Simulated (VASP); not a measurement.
# CdS (Fm-3m) in VASP: settings compared

CdS is run at these levels: r2SCAN, PBEsol; tasks: single point, relaxation of cell and atoms.

Everything below comes from runs of VASP 6.6.1. Logs are shortened: lines on timing, memory, paths and dates and some standing lists are left out, and cuts for length are marked.

## 1. The cell of the first run

Symmetry: Fm-3m, No. 225, cubic system. Conventional cell: a = 5.454 Å, b = 5.454 Å, c = 5.454 Å, α = 90.00°, β = 90.00°, γ = 90.00°. Cd (site symmetry m-3m) has 6 S at 2.73 Å within 3.6 Å. Within 3.6 Å of S (site symmetry m-3m) lie 6 Cd at 2.73 Å.

## 2. Single point, r2SCAN

Contents of POSCAR:

```
CdS
1.0
    0.0000000000      2.7267765870      2.7267765870
    2.7267765870      0.0000000000      2.7267765870
    2.7267765870      2.7267765870      0.0000000000
Cd S
1 1
Direct
    0.0000000000      0.0000000000      0.0000000000
    0.5000000000      0.5000000000      0.5000000000
```

Contents of INCAR.step1:

```
SYSTEM = CdS
  PREC = Accurate
  ENCUT = 520
  ISMEAR = 0
  SIGMA = 0.01
  LREAL = .False.
  LASPH = .True.
  NELM = 100
  NBANDS = 16
  GGA = PE
  ALGO = Normal
  EDIFF = 1E-4
  LWAVE = .True.
  LCHARG = .False.
```

Contents of INCAR.step2:

```
SYSTEM = CdS
  PREC = Accurate
  ENCUT = 520
  EDIFF = 1E-7
  ISMEAR = 0
  SIGMA = 0.01
  LREAL = .False.
  LASPH = .True.
  NELM = 100
  ALGO = Normal
  ISIF = 2
  LWAVE = .False.
  LCHARG = .False.
  METAGGA = R2SCAN
  LMIXTAU = .True.
  NBANDS = 16
  ISTART = 1
```

Contents of KPOINTS:

```
regular mesh
0
Gamma
  8 8 8
  0 0 0
```

Potentials or basis: VASP PAW PBE potentials, release 64 (Cd, S).

Started as:

```
> cat potpaw_PBE.64/Cd/POTCAR potpaw_PBE.64/S/POTCAR > POTCAR
> cp INCAR.step1 INCAR
> mpirun -np 1 vasp_std > vasp.out
> cp INCAR.step2 INCAR
> mpirun -np 1 vasp_std > vasp.out
```

OUTCAR:

```text
SYSTEM = CdS
   PREC = Accurate
   ENCUT = 520
   EDIFF = 1E-7
   ISMEAR = 0
   LREAL = .False.
   LASPH = .True.
   NELM = 100
   ISIF = 2
   METAGGA = R2SCAN
   ISTART = 1

 ion  position               nearest neighbor table
   1  0.000  0.000  0.000-   2 2.73   2 2.73   2 2.73   2 2.73   2 2.73   2 2.73
   2  0.500  0.500  0.500-   1 2.73   1 2.73   1 2.73   1 2.73   1 2.73   1 2.73

  LATTYP: Found a face centered cubic cell.
 ALAT       =     5.4535531740

  Lattice vectors:

 A1 = (   0.0000000000,   2.7267765870,   2.7267765870)
 A2 = (   2.7267765870,   0.0000000000,   2.7267765870)
 A3 = (   2.7267765870,   2.7267765870,   0.0000000000)

Analysis of symmetry for initial positions (statically):
=====================================================================
 Subroutine PRICEL returns:
 Original cell was already a primitive cell.

 Routine SETGRP: Setting up the symmetry group for a
 face centered cubic supercell.

 Subroutine GETGRP returns: Found 48 space group operations
 (whereof 48 operations were pure point group operations)
 out of a pool of 48 trial point group operations.

The static configuration has the point symmetry O_h .

Analysis of symmetry for dynamics (positions and initial velocities):
=====================================================================
 Subroutine PRICEL returns:
 Original cell was already a primitive cell.

 Routine SETGRP: Setting up the symmetry group for a
 face centered cubic supercell.

 Subroutine GETGRP returns: Found 48 space group operations
 (whereof 48 operations were pure point group operations)
 out of a pool of 48 trial point group operations.

The dynamic configuration has the point symmetry O_h .

 Subroutine INISYM returns: Found 48 space group operations
 (whereof 48 operations are pure point group operations),
 and found     1 'primitive' translations

----------------------------------------------------------------------------------------

                                     Primitive cell

  volume of cell :      40.5489

  direct lattice vectors                    reciprocal lattice vectors
     0.000000000  2.726776587  2.726776587    -0.183366691  0.183366691  0.183366691
     2.726776587  0.000000000  2.726776587     0.183366691 -0.183366691  0.183366691
     2.726776587  2.726776587  0.000000000     0.183366691  0.183366691 -0.183366691

  length of vectors
     3.856244431  3.856244431  3.856244431     0.317600425  0.317600425  0.317600425

  position of ions in fractional coordinates (direct lattice)
     0.000000000  0.000000000  0.000000000
     0.500000000  0.500000000  0.500000000

  ion indices of the primitive-cell ions
   primitive index   ion index
                 1           1
                 2           2

----------------------------------------------------------------------------------------

 KPOINTS: regular mesh

Automatic generation of k-mesh.
 Grid dimensions read from file:
 generate k-points for:    8    8    8

 Generating k-lattice:

  Cartesian coordinates                     Fractional coordinates (reciprocal lattice)
    -0.022920836  0.022920836  0.022920836     0.125000000  0.000000000  0.000000000
     0.022920836 -0.022920836  0.022920836     0.000000000  0.125000000  0.000000000
     0.022920836  0.022920836 -0.022920836     0.000000000  0.000000000  0.125000000

  Length of vectors
     0.039700053  0.039700053  0.039700053

  Shift w.r.t. Gamma in fractional coordinates (k-lattice)
     0.000000000  0.000000000  0.000000000

 Subroutine IBZKPT returns following result:
 ===========================================

 Found     29 irreducible k-points:

 Following reciprocal coordinates:
            Coordinates               Weight
  0.000000  0.000000  0.000000      1.000000
  0.125000  0.000000  0.000000      8.000000
  0.250000  0.000000  0.000000      8.000000
  0.375000  0.000000  0.000000      8.000000
  0.500000  0.000000  0.000000      4.000000
  0.125000  0.125000  0.000000      6.000000
[... 16 lines left out ...]
  0.500000  0.250000  0.125000     48.000000
 -0.375000  0.250000  0.125000     24.000000
 [... further k-points ...]
   k-points           NKPTS =     29   k-points in BZ     NKDIM =     29   number of bands    NBANDS=     16
   number of dos      NEDOS =    301   number of ions     NIONS =      2
   total plane-waves  NPLWV =  27000
   dimension x,y,z NGX =    30 NGY =   30 NGZ =   30
   dimension x,y,z NGXF=    60 NGYF=   60 NGZF=   60
   ions per type =               1   1
   NGX,Y,Z   is equivalent  to a cutoff of  12.93, 12.93, 12.93 a.u.
   NGXF,Y,Z  is equivalent  to a cutoff of  25.87, 25.87, 25.87 a.u.
 SYSTEM =  CdS
   PREC   = accura    normal or accurate (medium, high low for compatibility)
   ISTART =      1    job   : 0-new  1-cont  2-samecut
   ICHARG =      0    charge: 1-file 2-atom 10-const
   ISPIN  =      1    spin polarized calculation?
   LNONCOLLINEAR =      F non collinear calculations
   LSORBIT =      F    spin-orbit coupling
   LASPH  =      T    aspherical Exc in radial PAW
   ENCUT  =  520.0 eV  38.22 Ry    6.18 a.u.   7.17  7.17  7.17*2*pi/ulx,y,z
   NELM   =    100;   NELMIN=  2; NELMDL=  0     # of ELM steps
   EDIFF  = 0.1E-06   stopping-criterion for ELM
   LREAL  =      F    real-space projection
   EDIFFG = 0.1E-05   stopping-criterion for IOM
   NSW    =      0    number of steps for IOM
   IBRION =     -1    ionic relax: 0-MD 1-quasi-New 2-CG
   NFREE  =      0    steps in history (QN), initial steepest desc. (CG)
   ISIF   =      2    stress and relaxation
   ISYM   =      2    0-nonsym 1-usesym 2-fastsym
   POTIM  = 0.5000    time-step for ionic-motion
   TEBEG  =    0.0;   TEEND  =   0.0 temperature during run
   PSTRESS=    0.0 pullay stress
   NELECT =      18.0000    total number of electrons
   NUPDOWN=      -1.0000    fix difference up-down
   EMIN   =  10.00;   EMAX   =-10.00  energy-range for DOS
   EFERMI =   0.00;   METHOD = LEGACY
   ISMEAR =     0;   SIGMA  =   0.01  broadening in eV -4-tet -1-fermi 0-gaus
   EFERMI_NEDOS =   21; number of points for ismear=-14 and -15
   IALGO  =     38    algorithm
   IMIX   =      4    mixing-type and parameters
     AMIX     =   0.40;   BMIX     =  1.00
     AMIX_MAG =   1.60;   BMIX_MAG =  1.00
  volume/ion in A,a.u.               =      20.27       136.82
  Fermi-wavevector in a.u.,A,eV,Ry     =   1.248838  2.359962 21.219597  1.559596
  Thomas-Fermi vector in A             =   2.382906
   LORBIT       =      0    0 simple, 1 ext, 2 COOP (PROOUT), +10 PAW based schemes
   METAGGA = R2SCAN    functional components
   LHFCALC =     F    Hartree Fock is set to
   AEXX    =    0.0000 exact exchange contribution
   IVDW    =     0    specifies the selected vdW correction
   LEPSILON=     F    determine dielectric tensor
   LRPA    =     F    only Hartree local field effects (RPA)
 non-spin polarized calculation
 Gauss-broadening in eV      SIGMA  =   0.01
  energy-cutoff  :      520.00
  volume of cell :       40.55
 maximum number of plane-waves:      1106
 NGX is ok and might be reduce to    30
   NGX = 15   NGY = 15   NGZ = 15

 number of electron      18.0000003 magnetization

 Free energy of the ion-electron system (eV)
  ---------------------------------------------------
  ext. energy  EPLUGINS =         0.00000000
  ---------------------------------------------------
  free energy    TOTEN  =       -29.52436145 eV

  energy without entropy =      -29.52436145  energy(sigma->0) =      -29.52436145

 E-fermi :   2.8008     XC(G=0): -11.0046

 val. band max:        2.7507952375   @ k =   0.5000   0.0000   0.0000
 cond. band min:       3.4854147013   @ k =   0.5000   0.5000   0.0000
 fundamental gap:      0.7346194638
 Fermi energy:         2.8008118576

 k-point     1 :       0.0000    0.0000    0.0000
  band No.  band energies     occupation
      1     -10.5899      2.00000
      2      -5.1076      2.00000
      3      -5.1076      2.00000
      4      -5.1069      2.00000
      5      -5.1069      2.00000
      6      -5.1069      2.00000
[... 8 lines left out ...]
     15      15.1447      0.00000
     16      15.1447      0.00000

 k-point     2 :       0.1250    0.0000    0.0000
  band No.  band energies     occupation
      1     -10.4516      2.00000
      2      -5.1589      2.00000
      3      -5.1589      2.00000
      4      -5.1224      2.00000
      5      -5.0774      2.00000
      6      -5.0774      2.00000
[... 8 lines left out ...]
     15      13.6902      0.00000
     16      14.6946      0.00000

 k-point     3 :       0.2500    0.0000    0.0000
  band No.  band energies     occupation
      1     -10.0814      2.00000
      2      -5.2788      2.00000
      3      -5.2787      2.00000
      4      -5.1796      2.00000
      5      -5.0049      2.00000
      6      -5.0049      2.00000
[... 8 lines left out ...]
     15      14.2003      0.00000
     16      14.3942      0.00000

 k-point     4 :       0.3750    0.0000    0.0000
  band No.  band energies     occupation
      1      -9.6383      2.00000
      2      -5.3931      2.00000
      3      -5.3931      2.00000
      4      -5.2904      2.00000
      5      -4.9310      2.00000
      6      -4.9310      2.00000
[... 8 lines left out ...]
     15      15.5040      0.00000
     16      15.5040      0.00000
[... 324 lines left out ...]
 k-point    22 :       0.3750    0.2500    0.1250
  band No.  band energies     occupation
      1      -9.8793      2.00000
      2      -5.3100      2.00000
      3      -5.2095      2.00000
      4      -5.1705      2.00000
      5      -4.9894      2.00000
      6      -4.9153      2.00000
[... 8 lines left out ...]
     15      16.6139      0.00000
     16      17.6414      0.00000

 k-point    23 :       0.5000    0.2500    0.1250
  band No.  band energies     occupation
      1      -9.5951      2.00000
      2      -5.3132      2.00000
      3      -5.2450      2.00000
      4      -5.1689      2.00000
      5      -4.9265      2.00000
      6      -4.8296      2.00000
[... 8 lines left out ...]
     15      17.1553      0.00000
     16      17.7679      0.00000

 k-point    24 :      -0.3750    0.2500    0.1250
  band No.  band energies     occupation
      1      -9.4696      2.00000
      2      -5.3557      2.00000
      3      -5.2078      2.00000
      4      -5.1630      2.00000
      5      -4.8895      2.00000
      6      -4.7895      2.00000
[... 8 lines left out ...]
     15      15.9039      0.00000
     16      18.0620      0.00000

 [... further k-points ...]

------------------------ aborting loop because EDIFF is reached ----------------------------------------

  FORCE on cell =-STRESS in cart. coord.  units (eV):
  Direction    XX          YY          ZZ          XY          YZ          ZX
  --------------------------------------------------------------------------------------
  -------------------------------------------------------------------------------------
  Total        0.1199706      0.1199706      0.1199706      0.0000000     -0.0000000     -0.0000000
  in kB        4.7403097      4.7403097      4.7403097      0.0000000     -0.0000000     -0.0000000
  external PRESSURE =       4.7403097 kB  Pullay stress =       0.0000000 kB

 VOLUME and BASIS-vectors are now :
 -----------------------------------------------------------------------------
  energy-cutoff  :      520.00
  volume of cell :       40.55
      direct lattice vectors                 reciprocal lattice vectors
     0.000000000  2.726776587  2.726776587    -0.183366691  0.183366691  0.183366691
     2.726776587  0.000000000  2.726776587     0.183366691 -0.183366691  0.183366691
     2.726776587  2.726776587  0.000000000     0.183366691  0.183366691 -0.183366691

 POSITION                                       TOTAL-FORCE (eV/Angst)
 -----------------------------------------------------------------------------------
      0.00000      0.00000      0.00000         0.000000     -0.000000      0.000000
      2.72678      2.72678      2.72678        -0.000000      0.000000     -0.000000
 -----------------------------------------------------------------------------------
    total drift:                               -0.000000      0.000000      0.000000

  FREE ENERGIE OF THE ION-ELECTRON SYSTEM (eV)
  ---------------------------------------------------
  free  energy   TOTEN  =       -29.5243614463 eV

  energy  without entropy=      -29.5243614463  energy(sigma->0) =      -29.52436145
```

Run time: 79 s. Hardware: 1 thread of Intel Xeon Platinum 8375C at 2.90GHz (Ice Lake), shared host; peak memory 0.18 GiB.

Results:

```
Free energy            : -29.5244 eV
Pressure               : 0.5 GPa
Band gap on the k mesh : 0.73 eV, indirect (least direct gap 2.35 eV)
```

Levels at points of the mesh, in eV from the valence-band top:
```
           k point  band 7  band 8  band 9  band 10  band 11  band 12
(0.00, 0.00, 0.00)   -0.77   -0.77   -0.77     1.59     9.73     9.73
(0.50, 0.00, 0.00)   -4.92    0.00    0.00     4.06     6.46     6.46
(0.50, 0.50, 0.00)   -4.35   -2.20   -2.20     0.73     6.42    10.78
```

Caveat: the PAW data sets were made with another functional, which shifts forces and pressure a little. A k mesh can miss the band edges.

## 3. Relaxation of cell and atoms, PBEsol

This run uses another cell than the first one, of 20.74 Å³/atom, 1.023 times its volume.

Contents of INCAR:

```
SYSTEM = CdS
PREC = Accurate
ENCUT = 600
EDIFF = 1E-6
ISMEAR = -1
SIGMA = 0.02
LREAL = .False.
LASPH = .True.
NELM = 60
ALGO = Normal
ISIF = 3
LWAVE = .False.
LCHARG = .False.
GGA = PS
IBRION = 2
NSW = 80
EDIFFG = -0.005
```

Contents of KPOINTS:

```
Automatic mesh
0
Gamma
  8 8 8
  0 0 0
```

Contents of POSCAR:

```
CdS
1.0
    0.0000000000      2.7472987742      2.7472987742
    2.7472987742      0.0000000000      2.7472987742
    2.7472987742      2.7472987742      0.0000000000
Cd S
1 1
Direct
    0.0000000000      0.0000000000      0.0000000000
    0.5000000000      0.5000000000      0.5000000000
```

Potentials or basis: VASP PAW PBE potentials, release 64 (Cd, S).

Started as:

```
> cat potpaw_PBE.64/Cd/POTCAR potpaw_PBE.64/S/POTCAR > POTCAR
> mpirun -np 1 vasp_std > vasp.out
```

OUTCAR:

```text
SYSTEM = CdS
   PREC = Accurate
   ENCUT = 600
   EDIFF = 1E-6
   ISMEAR = -1
   LREAL = .False.
   LASPH = .True.
   NELM = 60
   ISIF = 3
   GGA = PS
   IBRION = 2
   NSW = 80
   EDIFFG = -0.005

 ion  position               nearest neighbor table
   1  0.000  0.000  0.000-   2 2.75   2 2.75   2 2.75   2 2.75   2 2.75   2 2.75
   2  0.500  0.500  0.500-   1 2.75   1 2.75   1 2.75   1 2.75   1 2.75   1 2.75

  LATTYP: Found a face centered cubic cell.
 ALAT       =     5.4945975484

  Lattice vectors:

 A1 = (   0.0000000000,   2.7472987742,   2.7472987742)
 A2 = (   2.7472987742,   0.0000000000,   2.7472987742)
 A3 = (   2.7472987742,   2.7472987742,   0.0000000000)

Analysis of symmetry for initial positions (statically):
=====================================================================
 Subroutine PRICEL returns:
[... 268 lines left out ...]
      7       2.3317      2.00000
      8       2.3317      2.00000
      9       2.3317      2.00000
     10       4.1059      0.00000
     11      12.3192      0.00000
     12      12.3192      0.00000
     13      12.3192      0.00000
[... 354 lines left out ...]
  band No.  band energies     occupation
      1      -8.7090      2.00000
      2      -4.7872      2.00000
      3      -4.6530      2.00000
      4      -4.5907      2.00000
      5      -4.2740      2.00000
      6      -4.1740      2.00000
      7      -1.5433      2.00000
      8       1.1969      2.00000
      9       2.1276      2.00000
     10       7.1071      0.00000
     11       8.1383      0.00000
     12      10.5112      0.00000
     13      11.2796      0.00000

 [... further k-points ...]

------------------------ aborting loop because EDIFF is reached ----------------------------------------

  FORCE on cell =-STRESS in cart. coord.  units (eV):
  Direction    XX          YY          ZZ          XY          YZ          ZX
  --------------------------------------------------------------------------------------
  -------------------------------------------------------------------------------------
  Total       -0.0076079     -0.0076079     -0.0076079     -0.0000000     -0.0000000      0.0000000
  in kB       -0.3082665     -0.3082665     -0.3082665     -0.0000000     -0.0000000      0.0000000
  external PRESSURE =      -0.3082665 kB  Pullay stress =       0.0000000 kB
[... 17 lines left out ...]
  FREE ENERGIE OF THE ION-ELECTRON SYSTEM (eV)
  ---------------------------------------------------
  free  energy   TOTEN  =        -6.6476959883 eV

  energy  without entropy=       -6.6474865577  energy(sigma->0) =       -6.64759127

 reached required accuracy - stopping structural energy minimisation
```

OSZICAR:

```text
N       E                     dE             d eps       ncg     rms          rms(c)
DAV:   1     0.118321452737E+03    0.11832E+03   -0.10260E+04   778   0.146E+03
DAV:   2    -0.209238797338E+01   -0.12041E+03   -0.11340E+03   849   0.313E+02
DAV:   3    -0.712575023909E+01   -0.50334E+01   -0.50163E+01   869   0.658E+01
[... 24 lines left out ...]
DAV:   3    -0.664837895345E+01    0.64541E-02   -0.16596E-02   849   0.169E+00    0.604E-01
DAV:   4    -0.664774617988E+01    0.63277E-03   -0.91388E-04   784   0.316E-01    0.139E-01
DAV:   5    -0.664769568524E+01    0.50495E-04   -0.12675E-04   889   0.184E-01    0.248E-02
DAV:   6    -0.664769561172E+01    0.73519E-07   -0.20566E-05   754   0.643E-02    0.158E-02
DAV:   7    -0.664769598825E+01   -0.37653E-06   -0.13147E-06   447   0.983E-03
   3 F= -.66476960E+01 E0= -.66475913E+01  d E =-.225453E-01
```

CONTCAR:

```text
CdS
   1.00000000000000
    -0.0000000000000000    2.7039937092254749    2.7039937092254749
     2.7039937092254749   -0.0000000000000000    2.7039937092254749
     2.7039937092254749    2.7039937092254749    0.0000000000000000
  Cd              S
     1     1
Direct
     0.0000000000000000    0.0000000000000000    0.0000000000000000
     0.5000000000000000    0.5000000000000000    0.5000000000000000

  0.00000000E+00  0.00000000E+00  0.00000000E+00
  0.00000000E+00  0.00000000E+00  0.00000000E+00
```

Run time: 26 s. Hardware: 1 thread of Intel Xeon Platinum 8375C at 2.90GHz (Ice Lake), shared host; peak memory 0.2 GiB.

Results:

```yaml
Free_energy: -6.6477 eV
Relaxed_volume: 19.77 Å³/atom
Relaxed_cell: a = 3.824 Å, b = 3.824 Å, c = 3.824 Å, α = 60.00°, β = 60.00°, γ = 60.00°
Space_group_after_relaxing_to_0.05_Å: Fm-3m (No. 225)
Energy_gained_by_relaxing: 11.3 meV/atom
Ionic_steps: 3
Pressure_after_relaxing: 0.0 GPa
Band_gap_on_the_k_mesh: 0.12 eV, indirect (least direct gap 1.77 eV)
```

Step by step:
```csv
step,energy change (eV),largest force (eV/Å),pressure (GPa),volume (Å³)
1,0.0000,0.0000,-3.57,41.47
2,-0.0183,0.0000,1.76,38.76
3,-0.0225,0.0000,-0.03,39.54
```

Final structure:
```
CELL_PARAMETERS angstrom
0.00000 2.70399 2.70399
2.70399 0.00000 2.70399
2.70399 2.70399 0.00000
ATOMIC_POSITIONS crystal
Cd 0.00000 0.00000 0.00000
S 0.50000 0.50000 0.50000
```

Caveat: the PAW data sets were made with another functional, which shifts forces and pressure a little. A k mesh can miss the band edges.
